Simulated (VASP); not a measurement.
# Tl (I4/mmm) in VASP: a series of runs

The runs below take Tl through single point, with LDA.

Program: VASP 6.6.1. These are calculated values, not measurements. Logs are shortened: lines on timing, memory, paths and dates and some standing lists are left out, and cuts for length are marked.

## Step 1: The cell of the first run

It takes space group I4/mmm (No. 139, tetragonal). The conventional cell has a = 3.108 Å, b = 3.108 Å, c = 6.214 Å, α = 90.00°, β = 90.00°, γ = 90.00°. Tl (site symmetry 4/mmm) has 12 Tl at 3.11 to 3.81 Å within 4.1 Å.

## Step 2: Single point, LDA

INCAR

```
SYSTEM = Tl
PREC     = Accurate       ! precision mode
ENCUT    = 520            ! plane-wave cutoff, eV
EDIFF    = 1E-6           ! SCF threshold, eV
ISMEAR   = 0              ! smearing method
SIGMA    = 0.15           ! smearing width, eV
LREAL    = .False.        ! projectors in reciprocal space
LASPH    = .True.         ! aspherical terms in the spheres
NELM     = 100            ! most SCF steps
ALGO     = Fast           ! electronic algorithm
ISIF     = 2              ! what is computed and relaxed
LWAVE    = .False.        ! write WAVECAR
LCHARG   = .False.        ! write CHGCAR
GGA      = CA             ! functional
NBANDS   = 12             ! bands
```

KPOINTS

```
regular mesh
0
Gamma
  18 18 18
  0 0 0
```

POSCAR

```
Tl
1.0
    0.0000000000      2.1973708579      3.1070823931
    2.1973708579      0.0000000000      3.1070823931
    2.1973708579      2.1973708579      0.0000000000
Tl
1
Direct
    0.0000000000      0.0000000000      0.0000000000
```

Potentials or basis: VASP PAW LDA potentials, release 64 (Tl_d).

On the command line:

```
$ cat potpaw_LDA.64/Tl_d/POTCAR > POTCAR
$ mpirun -np 1 vasp_std > vasp.out
```

OUTCAR:

```text
SYSTEM = Tl
   PREC = Accurate
   ENCUT = 520
   EDIFF = 1E-6
   ISMEAR = 0
   LREAL = .False.
   LASPH = .True.
   NELM = 100
   ISIF = 2
   GGA = CA

 ion  position               nearest neighbor table
   1  0.000  0.000  0.000-

  LATTYP: Found a body centered tetragonal cell.
 ALAT       =     3.1075516688
 C/A-ratio  =     1.9996979772

  Lattice vectors:

 A1 = (  -2.1973708579,   0.0000000000,   3.1070823931)
 A2 = (   2.1973708579,   0.0000000000,   3.1070823931)
 A3 = (   0.0000000000,   2.1973708579,  -3.1070823931)

Analysis of symmetry for initial positions (statically):
=====================================================================
 Subroutine PRICEL returns:
 Original cell was already a primitive cell.

 Routine SETGRP: Setting up the symmetry group for a
 body centered tetragonal supercell.

 Subroutine GETGRP returns: Found 16 space group operations
 (whereof 16 operations were pure point group operations)
 out of a pool of 16 trial point group operations.

The static configuration has the point symmetry D_4h.

Analysis of symmetry for dynamics (positions and initial velocities):
=====================================================================
 Subroutine PRICEL returns:
 Original cell was already a primitive cell.

 Routine SETGRP: Setting up the symmetry group for a
 body centered tetragonal supercell.

 Subroutine GETGRP returns: Found 16 space group operations
 (whereof 16 operations were pure point group operations)
 out of a pool of 16 trial point group operations.

The dynamic configuration has the point symmetry D_4h.

 Subroutine INISYM returns: Found 16 space group operations
 (whereof 16 operations are pure point group operations),
 and found     1 'primitive' translations

----------------------------------------------------------------------------------------

                                     Primitive cell

  volume of cell :      30.0047

  direct lattice vectors                    reciprocal lattice vectors
     0.000000000  2.197370858  3.107082393    -0.227544658  0.227544658  0.160922672
     2.197370858  0.000000000  3.107082393     0.227544658 -0.227544658  0.160922672
     2.197370858  2.197370858  0.000000000     0.227544658  0.227544658 -0.160922672

  length of vectors
     3.805574817  3.805574817  3.107551669     0.359790563  0.359790563  0.359790563

  position of ions in fractional coordinates (direct lattice)
     0.000000000  0.000000000  0.000000000

  ion indices of the primitive-cell ions
   primitive index   ion index
                 1           1

----------------------------------------------------------------------------------------

 KPOINTS: regular mesh

Automatic generation of k-mesh.
 Grid dimensions read from file:
 generate k-points for:   18   18   18

 Generating k-lattice:

  Cartesian coordinates                     Fractional coordinates (reciprocal lattice)
    -0.012641370  0.012641370  0.008940148     0.055555556 -0.000000000  0.000000000
     0.012641370 -0.012641370  0.008940148    -0.000000000  0.055555556  0.000000000
     0.012641370  0.012641370 -0.008940148     0.000000000  0.000000000  0.055555556

  Length of vectors
     0.019988365  0.019988365  0.019988365

  Shift w.r.t. Gamma in fractional coordinates (k-lattice)
     0.000000000  0.000000000  0.000000000

 Subroutine IBZKPT returns following result:
 ===========================================

 Found    480 irreducible k-points:

 Following reciprocal coordinates:
            Coordinates               Weight
  0.000000  0.000000  0.000000      1.000000
  0.055556  0.000000  0.000000      8.000000
  0.111111  0.000000  0.000000      8.000000
  0.166667  0.000000  0.000000      8.000000
  0.222222  0.000000  0.000000      8.000000
  0.277778  0.000000  0.000000      8.000000
[... 16 lines left out ...]
 -0.277778  0.055556  0.000000      8.000000
 -0.222222  0.055556  0.000000      8.000000
 [... further k-points ...]
   k-points           NKPTS =    480   k-points in BZ     NKDIM =    480   number of bands    NBANDS=     12
   number of dos      NEDOS =    301   number of ions     NIONS =      1
   total plane-waves  NPLWV =  18816
   dimension x,y,z NGX =    28 NGY =   28 NGZ =   24
   dimension x,y,z NGXF=    56 NGYF=   56 NGZF=   48
   ions per type =               1
   NGX,Y,Z   is equivalent  to a cutoff of  12.23, 12.23, 12.84 a.u.
   NGXF,Y,Z  is equivalent  to a cutoff of  24.46, 24.46, 25.68 a.u.
 SYSTEM =  Tl
   PREC   = accura    normal or accurate (medium, high low for compatibility)
   ISTART =      0    job   : 0-new  1-cont  2-samecut
   ICHARG =      2    charge: 1-file 2-atom 10-const
   ISPIN  =      1    spin polarized calculation?
   LNONCOLLINEAR =      F non collinear calculations
   LSORBIT =      F    spin-orbit coupling
   LASPH  =      T    aspherical Exc in radial PAW
   ENCUT  =  520.0 eV  38.22 Ry    6.18 a.u.   7.08  7.08  5.78*2*pi/ulx,y,z
   NELM   =    100;   NELMIN=  2; NELMDL= -5     # of ELM steps
   EDIFF  = 0.1E-05   stopping-criterion for ELM
   LREAL  =      F    real-space projection
   EDIFFG = 0.1E-04   stopping-criterion for IOM
   NSW    =      0    number of steps for IOM
   IBRION =     -1    ionic relax: 0-MD 1-quasi-New 2-CG
   NFREE  =      0    steps in history (QN), initial steepest desc. (CG)
   ISIF   =      2    stress and relaxation
   ISYM   =      2    0-nonsym 1-usesym 2-fastsym
   POTIM  = 0.5000    time-step for ionic-motion
   TEBEG  =    0.0;   TEEND  =   0.0 temperature during run
   PSTRESS=    0.0 pullay stress
   NELECT =      13.0000    total number of electrons
   NUPDOWN=      -1.0000    fix difference up-down
   EMIN   =  10.00;   EMAX   =-10.00  energy-range for DOS
   EFERMI =   0.00;   METHOD = LEGACY
   ISMEAR =     0;   SIGMA  =   0.15  broadening in eV -4-tet -1-fermi 0-gaus
   EFERMI_NEDOS =   21; number of points for ismear=-14 and -15
   IALGO  =     68    algorithm
   IMIX   =      4    mixing-type and parameters
     AMIX     =   0.40;   BMIX     =  1.00
     AMIX_MAG =   1.60;   BMIX_MAG =  1.00
  volume/ion in A,a.u.               =      30.00       202.48
  Fermi-wavevector in a.u.,A,eV,Ry     =   1.238776  2.340947 20.879038  1.534566
  Thomas-Fermi vector in A             =   2.373287
   LORBIT       =      0    0 simple, 1 ext, 2 COOP (PROOUT), +10 PAW based schemes
   GGA     = CA    functional components
   LHFCALC =     F    Hartree Fock is set to
   AEXX    =    0.0000 exact exchange contribution
   IVDW    =     0    specifies the selected vdW correction
   LEPSILON=     F    determine dielectric tensor
   LRPA    =     F    only Hartree local field effects (RPA)
 non-spin polarized calculation
 RMM-DIIS sequential band-by-band and
 Gauss-broadening in eV      SIGMA  =   0.15
  energy-cutoff  :      520.00
  volume of cell :       30.00
 maximum number of plane-waves:       824
   NGX = 15   NGY = 15   NGZ = 11

 number of electron      13.0000001 magnetization

 Free energy of the ion-electron system (eV)
  ---------------------------------------------------
  ext. energy  EPLUGINS =         0.00000000
  ---------------------------------------------------
  free energy    TOTEN  =        -2.84342158 eV

  energy without entropy =       -2.83630071  energy(sigma->0) =       -2.83986115

 E-fermi :   5.8357     XC(G=0): -10.2352

 val. band max:        5.8213853521   @ k =  -0.3333   0.0556   0.2778
 cond. band min:       5.8506533877   @ k =   0.5000   0.2222   0.0556
 fundamental gap:      0.0292680356
 Fermi energy:         5.8357007857

 k-point     1 :       0.0000    0.0000    0.0000
  band No.  band energies     occupation
      1      -6.3446      2.00000
      2      -5.9569      2.00000
      3      -5.4680      2.00000
      4      -5.4680      2.00000
      5      -5.2047      2.00000
      6      -4.0085      2.00000
      7      12.6345      0.00000
      8      15.9333      0.00000
      9      15.9333      0.00000
     10      16.9503      0.00000
     11      17.7955      0.00000
     12      18.2264      0.00000

 k-point     2 :       0.0556    0.0000    0.0000
  band No.  band energies     occupation
      1      -6.3276      2.00000
      2      -5.9439      2.00000
      3      -5.4794      2.00000
      4      -5.4640      2.00000
      5      -5.2150      2.00000
      6      -3.9457      2.00000
      7      12.4736      0.00000
      8      15.2621      0.00000
      9      15.9689      0.00000
     10      17.1917      0.00000
     11      17.5150      0.00000
     12      18.0826      0.00000

 k-point     3 :       0.1111    0.0000    0.0000
  band No.  band energies     occupation
      1      -6.2850      2.00000
      2      -5.9019      2.00000
      3      -5.5125      2.00000
      4      -5.4525      2.00000
      5      -5.2444      2.00000
      6      -3.7537      2.00000
      7      12.0242      0.00000
      8      13.8385      0.00000
      9      16.0725      0.00000
     10      16.7530      0.00000
     11      17.8535      0.00000
     12      18.1455      0.00000
[... 286 lines left out ...]
 k-point    23 :      -0.2778    0.0556    0.0000
  band No.  band energies     occupation
      1      -6.1431      2.00000
      2      -5.8048      2.00000
      3      -5.4674      2.00000
      4      -5.4308      2.00000
      5      -5.3683      2.00000
      6      -1.8127      2.00000
      7       7.1186      0.00000
      8      10.8706      0.00000
      9      14.6077      0.00000
     10      17.3972      0.00000
     11      18.8303      0.00000
     12      20.5117      0.00000

 k-point    24 :      -0.2222    0.0556    0.0000
  band No.  band energies     occupation
      1      -6.1614      2.00000
      2      -5.7390      2.00000
      3      -5.5526      2.00000
      4      -5.4240      2.00000
      5      -5.3818      2.00000
      6      -2.5325      2.00000
      7       8.7876      0.00000
      8      11.4994      0.00000
      9      14.8524      0.00000
     10      17.1621      0.00000
     11      18.8173      0.00000
     12      19.3452      0.00000

 [... further k-points ...]
[... 5 lines left out ...]
  --------------------------------------------------------------------------------------
  -------------------------------------------------------------------------------------
  Total       -0.0702982     -0.0702982     -0.8019694      0.0000000      0.0000000      0.0000000
  in kB       -3.7537502     -3.7537502    -42.8231768      0.0000000      0.0000000      0.0000000
  external PRESSURE =     -16.7768924 kB  Pullay stress =       0.0000000 kB

 VOLUME and BASIS-vectors are now :
 -----------------------------------------------------------------------------
  energy-cutoff  :      520.00
  volume of cell :       30.00
      direct lattice vectors                 reciprocal lattice vectors
     0.000000000  2.197370858  3.107082393    -0.227544658  0.227544658  0.160922672
     2.197370858  0.000000000  3.107082393     0.227544658 -0.227544658  0.160922672
     2.197370858  2.197370858  0.000000000     0.227544658  0.227544658 -0.160922672

 POSITION                                       TOTAL-FORCE (eV/Angst)
 -----------------------------------------------------------------------------------
      0.00000      0.00000      0.00000        -0.000000     -0.000000      0.000000
 -----------------------------------------------------------------------------------
    total drift:                                0.000000     -0.000000     -0.000000

  FREE ENERGIE OF THE ION-ELECTRON SYSTEM (eV)
  ---------------------------------------------------
  free  energy   TOTEN  =        -2.8434215782 eV

  energy  without entropy=       -2.8363007127  energy(sigma->0) =       -2.83986115
```

Wall time 1.8 min (1 thread of Intel Xeon Platinum 8375C at 2.90GHz (Ice Lake), shared host); peak memory 0.27 GiB.

Results:

| Quantity | Value |
| --- | --- |
| Free energy | -2.8434 eV |
| Pressure | -1.7 GPa |

Stress tensor (GPa, compression positive):
```
-0.38  0.00  0.00
 0.00 -0.38  0.00
 0.00  0.00 -4.28
```

Levels at points of the mesh, in eV from the Fermi level:
```csv
k point,band 4,band 5,band 6,band 7,band 8,band 9
"(0.00, 0.00, 0.00)",-11.30,-11.04,-9.84,6.80,10.10,10.10
"(0.50, 0.00, 0.00)",-11.15,-11.04,-5.14,-2.71,4.11,8.21
"(0.50, 0.50, 0.00)",-11.11,-11.01,-6.72,-3.07,7.10,7.10
"(0.50, 0.00, 0.50)",-11.15,-10.67,-1.99,-0.58,2.05,4.27
```

Caveat: spin-orbit coupling is left out, which moves the levels of the heavy elements.

(Part 1 of 2 ends here.)
